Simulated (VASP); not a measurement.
Si, 2 atoms in the cell. It takes space group P6_3/mmc (No. 194, hexagonal). The conventional cell has a = 2.444 Å, b = 2.444 Å, c = 4.152 Å, α = 90.00°, β = 90.00°, γ = 120.00°. Within 3.2 Å of Si (site symmetry -6m2) lie 12 Si at 2.44 to 2.51 Å. 

- Program: VASP 6.6.1
- Task: single point
- Functional: RPBE
- Potentials or basis: VASP PAW PBE potentials, release 64 (Si)
- Cutoff: 520 eV
- k mesh: 13 × 13 × 7
- Occupations: fermi-dirac, width 0.1 eV
- Spin: no spin polarisation
- Dipole correction: no
- Further INCAR settings: ALGO = Normal; EDIFF = 1e-06; NBANDS = 11

Potentials or basis: VASP PAW PBE potentials, release 64 (Si).

Launch:

```sh
$ cat potpaw_PBE.64/Si/POTCAR > POTCAR
$ mpirun -np 1 vasp_std > vasp.out
```

Hardware: 1 thread of Intel Xeon 8259CL, on a shared host.

**Question.** Estimate the wall time of this run.

**Answer.** Run time: 20 s on 1 thread of Intel Xeon 8259CL (shared host), peak memory 0.13 GiB. Counts: scf iterations 10, k points 84.
